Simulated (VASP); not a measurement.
# Ba (P6/mmm) in VASP: further runs, part 2 of 2

VASP 6.6.1. The steps go on from the part before.

## Step 4: Single point, revPBE (volume scaled by 1.04)

File INCAR:

```
PREC = Accurate ; ENCUT = 520
EDIFF = 1E-6 ; ISMEAR = -1
SIGMA = 0.1 ; LREAL = F
LASPH = T ; NELM = 60
ALGO = Normal ; ISIF = 2
LWAVE = F ; LCHARG = F
GGA = RE ; NBANDS = 22
```

File KPOINTS:

```
regular mesh
0
Gamma
  6 6 8
```

File POSCAR:

```
Ba
1.0
    7.4497870297      0.0000000000      0.0000000000
   -3.7248935148      6.4517048205      0.0000000000
    0.0000000000      0.0000000000      4.4255847206
Ba
3
Direct
    0.0000000000      0.0000000000      0.0000000000
    0.3333333333      0.6666666667      0.5000000000
    0.6666666667      0.3333333333      0.5000000000
```

Potentials or basis: VASP PAW PBE potentials, release 64 (Ba_sv).

Command:

```bash
$ cat potpaw_PBE.64/Ba_sv/POTCAR > POTCAR
$ mpirun -np 1 vasp_std > vasp.out
```

OUTCAR:

```text
PREC = Accurate
   ENCUT = 520
   EDIFF = 1E-6
   ISMEAR = -1
   LREAL = F
   LASPH = T
   NELM = 60
   ISIF = 2
   GGA = RE

 ion  position               nearest neighbor table
   1  0.000  0.000  0.000-
   2  0.333  0.667  0.500-   3 4.30   3 4.30   3 4.30
   3  0.667  0.333  0.500-   2 4.30   2 4.30   2 4.30

  LATTYP: Found a hexagonal cell.
 ALAT       =     7.4497870297
 C/A-ratio  =     0.5940551996

  Lattice vectors:

 A1 = (   7.4497870297,   0.0000000000,   0.0000000000)
 A2 = (  -3.7248935148,   6.4517048205,   0.0000000000)
 A3 = (   0.0000000000,   0.0000000000,   4.4255847206)

Analysis of symmetry for initial positions (statically):
=====================================================================
 Subroutine PRICEL returns:
 Original cell was already a primitive cell.

 Routine SETGRP: Setting up the symmetry group for a
 hexagonal supercell.

 Subroutine GETGRP returns: Found 24 space group operations
 (whereof 24 operations were pure point group operations)
 out of a pool of 24 trial point group operations.

The static configuration has the point symmetry D_6h.

Analysis of symmetry for dynamics (positions and initial velocities):
=====================================================================
 Subroutine PRICEL returns:
 Original cell was already a primitive cell.

 Routine SETGRP: Setting up the symmetry group for a
 hexagonal supercell.

 Subroutine GETGRP returns: Found 24 space group operations
 (whereof 24 operations were pure point group operations)
 out of a pool of 24 trial point group operations.

The dynamic configuration has the point symmetry D_6h.

 Subroutine INISYM returns: Found 24 space group operations
 (whereof 24 operations are pure point group operations),
 and found     1 'primitive' translations

----------------------------------------------------------------------------------------

[... 104 lines left out ...]
   PSTRESS=    0.0 pullay stress
   NELECT =      30.0000    total number of electrons
   NUPDOWN=      -1.0000    fix difference up-down
   EMIN   =  10.00;   EMAX   =-10.00  energy-range for DOS
   EFERMI =   0.00;   METHOD = LEGACY
   ISMEAR =    -1;   SIGMA  =   0.10  broadening in eV -4-tet -1-fermi 0-gaus
   EFERMI_NEDOS =   21; number of points for ismear=-14 and -15
   IALGO  =     38    algorithm
   IMIX   =      4    mixing-type and parameters
     AMIX     =   0.40;   BMIX     =  1.00
     AMIX_MAG =   1.60;   BMIX_MAG =  1.00
  volume/ion in A,a.u.               =      70.90       478.48
  Fermi-wavevector in a.u.,A,eV,Ry     =   0.852156  1.610341  9.880132  0.726169
  Thomas-Fermi vector in A             =   1.968400
   LORBIT       =      0    0 simple, 1 ext, 2 COOP (PROOUT), +10 PAW based schemes
   GGA     = RE    functional components
   LHFCALC =     F    Hartree Fock is set to
   AEXX    =    0.0000 exact exchange contribution
   IVDW    =     0    specifies the selected vdW correction
   LEPSILON=     F    determine dielectric tensor
   LRPA    =     F    only Hartree local field effects (RPA)
 non-spin polarized calculation
  energy-cutoff  :      520.00
  volume of cell :      212.71
 maximum number of plane-waves:      5752
 NGX is ok and might be reduce to    56
   NGX = 27   NGY = 27   NGZ = 17

 number of electron      30.0000001 magnetization

 Free energy of the ion-electron system (eV)
  ---------------------------------------------------
  ext. energy  EPLUGINS =         0.00000000
  ---------------------------------------------------
  free energy    TOTEN  =        -5.08320085 eV

  energy without entropy =       -4.89133909  energy(sigma->0) =       -4.98726997

 E-fermi :   1.3785     XC(G=0):  -6.9565

 val. band max:        1.3747866306   @ k =   0.5000  -0.0000   0.3750
 cond. band min:       1.3820329850   @ k =   0.1667   0.1667   0.5000
 fundamental gap:      0.0072463544
 Fermi energy:         1.3785209108

 k-point     1 :       0.0000    0.0000    0.0000
  band No.  band energies     occupation
      1     -27.7987      2.00000
      2     -27.7664      2.00000
      3     -27.7083      2.00000
      4     -13.0752      2.00000
      5     -13.0752      2.00000
      6     -12.9367      2.00000
[... 589 lines left out ...]
     21       3.0226      0.00000
     22       3.0488      0.00000

 [... further k-points ...]
[... 5 lines left out ...]
  --------------------------------------------------------------------------------------
  -------------------------------------------------------------------------------------
  Total       -0.3504143     -0.3504143     -0.3083769     -0.0000000      0.0000000      0.0000000
  in kB       -2.6393887     -2.6393887     -2.3227551     -0.0000000      0.0000000      0.0000000
  external PRESSURE =      -2.5338442 kB  Pullay stress =       0.0000000 kB

 VOLUME and BASIS-vectors are now :
 -----------------------------------------------------------------------------
  energy-cutoff  :      520.00
  volume of cell :      212.71
      direct lattice vectors                 reciprocal lattice vectors
     7.449787030  0.000000000  0.000000000     0.134232025  0.077498896  0.000000000
    -3.724893515  6.451704820  0.000000000     0.000000000  0.154997792  0.000000000
     0.000000000  0.000000000  4.425584721     0.000000000  0.000000000  0.225958842

 POSITION                                       TOTAL-FORCE (eV/Angst)
 -----------------------------------------------------------------------------------
      0.00000      0.00000      0.00000         0.000000      0.000000      0.000000
     -0.00000      4.30114      2.21279         0.000000     -0.000000      0.000000
      3.72489      2.15057      2.21279        -0.000000      0.000000      0.000000
 -----------------------------------------------------------------------------------
    total drift:                                0.000000     -0.000000      0.000000

  FREE ENERGIE OF THE ION-ELECTRON SYSTEM (eV)
  ---------------------------------------------------
  free  energy   TOTEN  =        -5.0832008484 eV

  energy  without entropy=       -4.8913390949  energy(sigma->0) =       -4.98726997
```

stdout:

```text
POSCAR found type information on POSCAR Ba
 POSCAR found :  1 types and       3 ions
 scaLAPACK will be used
 -----------------------------------------------------------------------------
|                                                                             |
|                                                                             |
|     You enforced a specific xc type in the INCAR file but a different       |
|     I HOPE YOU KNOW WHAT YOU ARE DOING!                                     |
|                                                                             |
 -----------------------------------------------------------------------------

 LDA part: xc-table for (Slater+PW92), standard interpolation
 POSCAR, INCAR and KPOINTS ok, starting setup
 FFT: planning ... GRIDC
 FFT: planning ... GRID_SOFT
 FFT: planning ... GRID
 WAVECAR not read
 entering main loop
```

It took 2.5 min on 1 thread of Intel Xeon Platinum 8488C (Sapphire Rapids), shared host; peak memory 0.39 GiB.

Results:

```
Free energy            : -5.0832 eV
Pressure               : -0.3 GPa
Band gap on the k mesh : zero (band 15 reaches 1.73 eV, above the bottom of band 16 at 1.12 eV)
```

Caveat: the PAW data sets were made with another functional, which shifts forces and pressure a little; spin-orbit coupling is left out, which moves the levels of the heavy elements.

## Step 5: Single point, revPBE (volume scaled by 1.08)

File INCAR:

```
SYSTEM = Ba
  PREC = Accurate
  ENCUT = 520
  EDIFF = 1E-6
  ISMEAR = -1
  SIGMA = 0.1
  LREAL = .False.
  LASPH = .True.
  NELM = 100
  ALGO = Normal
  ISIF = 2
  LWAVE = .False.
  LCHARG = .True.
  GGA = RE
  LELF = .True.
  LVHAR = .True.
  NBANDS = 22
```

File KPOINTS:

```
regular mesh
0
Gamma
  6 6 8
  0 0 0
```

File POSCAR:

```
Ba
1.0
    7.5440981432      0.0000000000      0.0000000000
   -3.7720490716      6.5333806407      0.0000000000
    0.0000000000      0.0000000000      4.4816107280
Ba
3
Direct
    0.0000000000      0.0000000000      0.0000000000
    0.3333333333      0.6666666667      0.5000000000
    0.6666666667      0.3333333333      0.5000000000
```

Command:

```bash
$ cat potpaw_PBE.64/Ba_sv/POTCAR > POTCAR
$ mpirun -np 1 vasp_std > vasp.out
```

It took 2.9 min on 1 thread of Intel Xeon Platinum 8488C (Sapphire Rapids), shared host; peak memory 0.38 GiB.

Results (log left out):

```
Free energy            : -5.0640 eV
Pressure               : -0.5 GPa
Band gap on the k mesh : zero (band 15 reaches 1.59 eV, above the bottom of band 16 at 1.05 eV)
```

Levels at points of the mesh, in eV from the Fermi level:
| k point | band 13 | band 14 | band 15 | band 16 | band 17 | band 18 |
| --- | --- | --- | --- | --- | --- | --- |
| (0.00, 0.00, 0.00) | -2.66 | -0.23 | 0.33 | 0.33 | 0.37 | 0.37 |
| (0.50, 0.00, 0.00) | -1.56 | -1.51 | -0.82 | 0.64 | 0.73 | 0.76 |
| (0.00, 0.00, 0.50) | -0.79 | -0.32 | -0.22 | -0.22 | -0.01 | -0.01 |
| (0.50, 0.00, 0.50) | -0.60 | -0.57 | -0.10 | 0.24 | 0.32 | 0.48 |

Caveat: the PAW data sets were made with another functional, which shifts forces and pressure a little; spin-orbit coupling is left out, which moves the levels of the heavy elements.

## Step 6: The runs side by side

```csv
cell,gap on the mesh (eV),pressure (GPa)
"a = 7.254, b = 7.254, c = 4.309 Å, angles 90.0, 90.0, 120.0°, 3 atoms",none,0.4
"a = 7.353, b = 7.353, c = 4.368 Å, angles 90.0, 90.0, 120.0°, 3 atoms",none,0.0
"a = 7.450, b = 7.450, c = 4.426 Å, angles 90.0, 90.0, 120.0°, 3 atoms",none,-0.3
"a = 7.544, b = 7.544, c = 4.482 Å, angles 90.0, 90.0, 120.0°, 3 atoms",none,-0.5
```

Alike in all rows: task single point; level revPBE; potentials or basis VASP PAW PBE potentials, release 64 (Ba_sv); no spin polarisation; k mesh 6 × 6 × 8; cutoff (eV) 520; smearing fermi-dirac 0.1 eV.

Caveats: the PAW data sets were made with another functional, which shifts forces and pressure a little; spin-orbit coupling is left out, which moves the levels of the heavy elements.

Absolute energies hang on the potentials; compare differences alone.
